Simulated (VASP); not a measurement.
Set up this calculation in VASP 6.6.1, as the native input.

| Quantity | Value |
| --- | --- |
| Task | relaxation of cell and atoms |
| Functional | PBEsol |
| Potentials or basis | VASP PAW PBE potentials, release 64 (Y_sv) |
| Cutoff | 600 eV |
| k mesh | 10 × 10 × 10 |
| Occupations | fermi-dirac, width 0.1 eV |
| Spin | no spin polarisation |
| Target pressure | 5 GPa |
| Dipole correction | no |
| Further INCAR settings | ALGO = Normal; EDIFF = 1e-06; IBRION = 2; EDIFFG = -0.01; NSW = 80; ISIF = 3 |

The structure of Y lies in POSCAR:

```
Y
1.0
    0.0000000000      2.4850000000      2.4850000000
    2.4850000000      0.0000000000      2.4850000000
    2.4850000000      2.4850000000      0.0000000000
Y
1
Direct
    0.0000000000      0.0000000000      0.0000000000
```

These files were run (other wordings do the same):

INCAR

```
SYSTEM = Y
ALGO = Normal
EDIFF = 1E-6
EDIFFG = -0.01
ENCUT = 600
GGA = PS
IBRION = 2
ISIF = 3
ISMEAR = -1
LASPH = .True.
LCHARG = .False.
LREAL = .False.
LWAVE = .False.
NELM = 60
NSW = 80
PREC = Accurate
PSTRESS = 50.0
SIGMA = 0.1
```

KPOINTS

```
k-points
0
Gamma
  10 10 10
  0 0 0
```

Potentials or basis: VASP PAW PBE potentials, release 64 (Y_sv).

The run is started by

```console
$ cat potpaw_PBE.64/Y_sv/POTCAR > POTCAR
$ mpirun -np 1 vasp_std > vasp.out
```

Results of the run:

```
Relaxed volume                                         : 27.78 Å³/atom
Relaxed cell                                           : a = 3.400 Å, b = 3.400 Å, c = 3.400 Å, α = 60.00°, β = 60.00°, γ = 60.00°
Space group after relaxing (to 0.05 Å)                 : Fm-3m (No. 225)
Energy change on relaxing (the enthalpy is what falls) : +43.8 meV/atom
Ionic steps                                            : 3
Pressure after relaxing                                : 5.0 GPa
```

Caveat: the cell is relaxed towards a set pressure, so the enthalpy falls and the energy may rise; the PAW data sets were made with another functional, which shifts forces and pressure a little.

Wall time 58 s on 1 thread of AMD EPYC 7R43 64-Core Processor (Zen 3) (shared host), peak memory 0.16 GiB.
